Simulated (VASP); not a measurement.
# BN (Cm) in VASP: a series of runs, part 2 of 2

VASP 6.6.1. Earlier steps stand in the parts before.

### Step 3. Single point, PBEsol (volume scaled by 1.02, then relaxed in part)

The input, INCAR:

```
SYSTEM = BN
PREC = Accurate
ENCUT = 520
EDIFF = 1E-7
ISMEAR = 0
SIGMA = 0.01
LREAL = .False.
LASPH = .True.
NELM = 100
ALGO = Normal
ISIF = 2
LWAVE = .False.
LCHARG = .True.
GGA = PS
LELF = .True.
LVHAR = .True.
NBANDS = 11
```

The input, KPOINTS:

```
regular mesh
0
Gamma
  12 12 12
  0 0 0
```

The input, POSCAR:

```
BN
1.0
    2.4945451676      0.0015586860     -0.2233963133
   -1.2386165402      2.1653179598      0.2233632356
   -0.9290080256     -0.9088971390      3.6217673470
B N
1 1
Direct
    0.9908492996      0.9913289431     -0.0064357572
    0.6572997004      0.3245550569      0.9932407572
```

Potentials or basis: VASP PAW PBE potentials, release 64 (B, N).

The run is started by

```
$ cat potpaw_PBE.64/B/POTCAR potpaw_PBE.64/N/POTCAR > POTCAR
$ mpirun -np 1 vasp_std > vasp.out
```

OUTCAR:

```text
SYSTEM = BN
   PREC = Accurate
   ENCUT = 520
   EDIFF = 1E-7
   ISMEAR = 0
   LREAL = .False.
   LASPH = .True.
   NELM = 100
   ISIF = 2
   GGA = PS

 ion  position               nearest neighbor table
   1  0.991  0.991  0.994-   2 1.45   2 1.45   2 1.45
   2  0.657  0.325  0.993-   1 1.45   1 1.45   1 1.45

  LATTYP: Found a base centered monoclinic cell.
 ALAT       =     4.3379654939
 B/A-ratio  =     0.5773531643
 C/A-ratio  =     0.8875306444
 COS(beta)  =    -0.3765775316

  Lattice vectors:

 A1 = (  -1.2386165402,   2.1653179598,   0.2233632356)
 A2 = (  -2.4945451676,  -0.0015586860,   0.2233963133)
 A3 = (   1.5655371420,  -0.9073384530,   3.3983710337)

Analysis of symmetry for initial positions (statically):
=====================================================================
 Subroutine PRICEL returns:
 Original cell was already a primitive cell.

 Routine SETGRP: Setting up the symmetry group for a
 base centered monoclinic supercell.

 Subroutine GETGRP returns: Found  2 space group operations
 (whereof  1 operations were pure point group operations)
 out of a pool of  4 trial point group operations.

The static configuration has the point symmetry C_1 .
 The point group associated with its full space group is C_1h.

Analysis of symmetry for dynamics (positions and initial velocities):
=====================================================================
 Subroutine PRICEL returns:
 Original cell was already a primitive cell.

 Routine SETGRP: Setting up the symmetry group for a
 base centered monoclinic supercell.

 Subroutine GETGRP returns: Found  2 space group operations
 (whereof  1 operations were pure point group operations)
 out of a pool of  4 trial point group operations.

The dynamic configuration has the point symmetry C_1 .
 The point group associated with its full space group is C_1h.

 Subroutine INISYM returns: Found  2 space group operations
 (whereof  1 operations are pure point group operations),
 and found     1 'primitive' translations

----------------------------------------------------------------------------------------

                                     Primitive cell

  volume of cell :      19.3751

  direct lattice vectors                    reciprocal lattice vectors
     2.494545168  0.001558686 -0.223396313     0.415237972  0.220822953  0.161927783
    -1.238616540  2.165317960  0.223363236     0.010188268  0.455590369  0.116945603
    -0.929008026 -0.908897139  3.621767347     0.024984197 -0.014476663  0.278883933

  length of vectors
     2.504528685  2.504528685  3.847901849     0.497399193  0.470470679  0.280374806

  position of ions in fractional coordinates (direct lattice)
     0.990849300  0.991328943  0.993564243
     0.657299700  0.324555057  0.993240757

  ion indices of the primitive-cell ions
   primitive index   ion index
                 1           1
                 2           2

----------------------------------------------------------------------------------------

 KPOINTS: regular mesh

Automatic generation of k-mesh.
 Grid dimensions read from file:
 generate k-points for:   12   12   12

 Generating k-lattice:

  Cartesian coordinates                     Fractional coordinates (reciprocal lattice)
     0.034603164  0.018401913  0.013493982     0.083333333 -0.000000000 -0.000000000
     0.000849022  0.037965864  0.009745467     0.000000000  0.083333333 -0.000000000
     0.002082016 -0.001206389  0.023240328    -0.000000000  0.000000000  0.083333333

  Length of vectors
     0.041449933  0.039205890  0.023364567

  Shift w.r.t. Gamma in fractional coordinates (k-lattice)
     0.000000000  0.000000000  0.000000000

 Subroutine IBZKPT returns following result:
 ===========================================

 Found    476 irreducible k-points:

 Following reciprocal coordinates:
            Coordinates               Weight
  0.000000  0.000000  0.000000      1.000000
  0.083333 -0.000000 -0.000000      4.000000
  0.166667  0.000000  0.000000      4.000000
  0.250000  0.000000  0.000000      4.000000
  0.333333  0.000000 -0.000000      4.000000
  0.416667 -0.000000  0.000000      4.000000
[... 16 lines left out ...]
  0.250000  0.166667 -0.000000      4.000000
  0.333333  0.166667  0.000000      4.000000
 [... further k-points ...]
   k-points           NKPTS =    476   k-points in BZ     NKDIM =    476   number of bands    NBANDS=     11
   number of dos      NEDOS =    301   number of ions     NIONS =      2
   total plane-waves  NPLWV =  12000
   dimension x,y,z NGX =    20 NGY =   20 NGZ =   30
   dimension x,y,z NGXF=    40 NGYF=   40 NGZF=   60
   ions per type =               1   1
   NGX,Y,Z   is equivalent  to a cutoff of  13.28, 13.28, 12.96 a.u.
   NGXF,Y,Z  is equivalent  to a cutoff of  26.55, 26.55, 25.92 a.u.
 SYSTEM =  BN
   PREC   = accura    normal or accurate (medium, high low for compatibility)
   ISTART =      0    job   : 0-new  1-cont  2-samecut
   ICHARG =      2    charge: 1-file 2-atom 10-const
   ISPIN  =      1    spin polarized calculation?
   LNONCOLLINEAR =      F non collinear calculations
   LSORBIT =      F    spin-orbit coupling
   LASPH  =      T    aspherical Exc in radial PAW
   ENCUT  =  520.0 eV  38.22 Ry    6.18 a.u.   4.66  4.66  7.15*2*pi/ulx,y,z
   NELM   =    100;   NELMIN=  2; NELMDL= -5     # of ELM steps
   EDIFF  = 0.1E-06   stopping-criterion for ELM
   LREAL  =      F    real-space projection
   EDIFFG = 0.1E-05   stopping-criterion for IOM
   NSW    =      0    number of steps for IOM
   IBRION =     -1    ionic relax: 0-MD 1-quasi-New 2-CG
   NFREE  =      0    steps in history (QN), initial steepest desc. (CG)
   ISIF   =      2    stress and relaxation
   ISYM   =      2    0-nonsym 1-usesym 2-fastsym
   POTIM  = 0.5000    time-step for ionic-motion
   TEBEG  =    0.0;   TEEND  =   0.0 temperature during run
   PSTRESS=    0.0 pullay stress
   NELECT =       8.0000    total number of electrons
   NUPDOWN=      -1.0000    fix difference up-down
   EMIN   =  10.00;   EMAX   =-10.00  energy-range for DOS
   EFERMI =   0.00;   METHOD = LEGACY
   ISMEAR =     0;   SIGMA  =   0.01  broadening in eV -4-tet -1-fermi 0-gaus
   EFERMI_NEDOS =   21; number of points for ismear=-14 and -15
   IALGO  =     38    algorithm
   IMIX   =      4    mixing-type and parameters
     AMIX     =   0.40;   BMIX     =  1.00
     AMIX_MAG =   1.60;   BMIX_MAG =  1.00
  volume/ion in A,a.u.               =       9.69        65.37
  Fermi-wavevector in a.u.,A,eV,Ry     =   1.219055  2.303680 20.219546  1.486095
  Thomas-Fermi vector in A             =   2.354320
   LORBIT       =      0    0 simple, 1 ext, 2 COOP (PROOUT), +10 PAW based schemes
   GGA     = PS    functional components
   LHFCALC =     F    Hartree Fock is set to
   AEXX    =    0.0000 exact exchange contribution
   IVDW    =     0    specifies the selected vdW correction
   LEPSILON=     F    determine dielectric tensor
   LRPA    =     F    only Hartree local field effects (RPA)
 non-spin polarized calculation
 Gauss-broadening in eV      SIGMA  =   0.01
  energy-cutoff  :      520.00
  volume of cell :       19.38
 maximum number of plane-waves:       535
   NGX =  9   NGY =  9   NGZ = 15

 number of electron       8.0000000 magnetization

 Free energy of the ion-electron system (eV)
  ---------------------------------------------------
  ext. energy  EPLUGINS =         0.00000000
  ---------------------------------------------------
  free energy    TOTEN  =       -18.28557867 eV

  energy without entropy =      -18.28557867  energy(sigma->0) =      -18.28557867

 E-fermi :   1.7864     XC(G=0):  -9.8210

 val. band max:        1.6257887357   @ k =   0.3333   0.3333   0.0833
 cond. band min:       5.9002183811   @ k =   0.5000   0.5000   0.5000
 fundamental gap:      4.2744296455
 Fermi energy:         1.7863619697

 k-point     1 :       0.0000    0.0000    0.0000
  band No.  band energies     occupation
      1     -16.0646      2.00000
      2      -2.8539      2.00000
      3       0.3373      2.00000
      4       0.3373      2.00000
      5       6.3227      0.00000
      6      13.2122      0.00000
      7      13.2126      0.00000
      8      14.5743      0.00000
      9      16.0219      0.00000
     10      27.1320      0.00000
     11      27.6951      0.00000
[... 309 lines left out ...]
 k-point    24 :       0.3333    0.1667    0.0000
  band No.  band energies     occupation
      1     -12.9505      2.00000
      2      -6.3969      2.00000
      3      -3.6798      2.00000
      4       0.4418      2.00000
      5       6.7706      0.00000
      6      13.0677      0.00000
      7      14.6113      0.00000
      8      17.5586      0.00000
      9      19.4535      0.00000
     10      22.3200      0.00000
     11      24.2861      0.00000

 [... further k-points ...]
[... 5 lines left out ...]
  --------------------------------------------------------------------------------------
  -------------------------------------------------------------------------------------
  Total        0.0388871      0.0393493     -0.0357874      0.0004032      0.0040540     -0.0069939
  in kB        3.2156709      3.2538883     -2.9593489      0.0333390      0.3352338     -0.5783465
  external PRESSURE =       1.1700701 kB  Pullay stress =       0.0000000 kB

 VOLUME and BASIS-vectors are now :
 -----------------------------------------------------------------------------
  energy-cutoff  :      520.00
  volume of cell :       19.38
      direct lattice vectors                 reciprocal lattice vectors
     2.494545168  0.001558686 -0.223396313     0.415237972  0.220822953  0.161927783
    -1.238616540  2.165317960  0.223363236     0.010188268  0.455590369  0.116945603
    -0.929008026 -0.908897139  3.621767347     0.024984197 -0.014476663  0.278883933

 POSITION                                       TOTAL-FORCE (eV/Angst)
 -----------------------------------------------------------------------------------
      0.32081      1.24504      3.59853         0.000015     -0.000009     -0.000151
      0.31494     -0.19896      3.52294        -0.000015      0.000009      0.000151
 -----------------------------------------------------------------------------------
    total drift:                               -0.000108      0.000071     -0.000052

  FREE ENERGIE OF THE ION-ELECTRON SYSTEM (eV)
  ---------------------------------------------------
  free  energy   TOTEN  =       -18.2855786726 eV

  energy  without entropy=      -18.2855786726  energy(sigma->0) =      -18.28557867
```

OSZICAR:

```text
N       E                     dE             d eps       ncg     rms          rms(c)
DAV:   1     0.129096401390E+02    0.12910E+02   -0.45820E+03 10640   0.679E+02
DAV:   2    -0.192116366010E+02   -0.32121E+02   -0.30855E+02 12431   0.158E+02
DAV:   3    -0.200393313570E+02   -0.82769E+00   -0.82642E+00 12830   0.236E+01
DAV:   4    -0.200420934655E+02   -0.27621E-02   -0.27620E-02 11554   0.151E+00
DAV:   5    -0.200421066077E+02   -0.13142E-04   -0.13142E-04 12789   0.917E-02    0.782E+00
DAV:   6    -0.184933300497E+02    0.15488E+01   -0.49198E+00 11813   0.122E+01    0.362E+00
DAV:   7    -0.183296769990E+02    0.16365E+00   -0.23665E-01 12353   0.356E+00    0.219E+00
DAV:   8    -0.182848546775E+02    0.44822E-01   -0.11658E-01 12594   0.205E+00    0.239E-01
DAV:   9    -0.182851152704E+02   -0.26059E-03   -0.27850E-03 11567   0.415E-01    0.134E-01
DAV:  10    -0.182855455984E+02   -0.43033E-03   -0.55950E-04 11652   0.161E-01    0.244E-02
DAV:  11    -0.182855785152E+02   -0.32917E-04   -0.59258E-05 12626   0.491E-02    0.214E-02
DAV:  12    -0.182855784412E+02    0.74039E-07   -0.11567E-05 11780   0.218E-02    0.167E-03
DAV:  13    -0.182855786574E+02   -0.21626E-06   -0.40058E-07 12383   0.568E-03    0.910E-04
DAV:  14    -0.182855786726E+02   -0.15182E-07   -0.19819E-08 11498   0.852E-04
   1 F= -.18285579E+02 E0= -.18285579E+02  d E =-.304738-116
```

stdout:

```text
POSCAR found type information on POSCAR B N
 POSCAR found :  2 types and       2 ions
 scaLAPACK will be used
 -----------------------------------------------------------------------------
|                                                                             |
|                                                                             |
|     You enforced a specific xc type in the INCAR file but a different       |
|     I HOPE YOU KNOW WHAT YOU ARE DOING!                                     |
|                                                                             |
 -----------------------------------------------------------------------------

 LDA part: xc-table for (Slater+PW92), standard interpolation
 POSCAR, INCAR and KPOINTS ok, starting setup
 FFT: planning ... GRIDC
 FFT: planning ... GRID_SOFT
 FFT: planning ... GRID
 WAVECAR not read
 entering main loop
```

Run time: 60 s. Hardware: 1 thread of Intel Xeon Platinum 8375C at 2.90GHz (Ice Lake), shared host; peak memory 0.21 GiB.

What came out:

```
Free energy            : -18.2856 eV
Pressure               : 0.1 GPa
Band gap on the k mesh : 4.27 eV, indirect (least direct gap 4.62 eV)
```

Caveat: the PAW data sets were made with another functional, which shifts forces and pressure a little; this functional lacks dispersion, which binds the layers, so the pressure and a relaxed spacing across them are unreliable. A k mesh can miss the band edges.
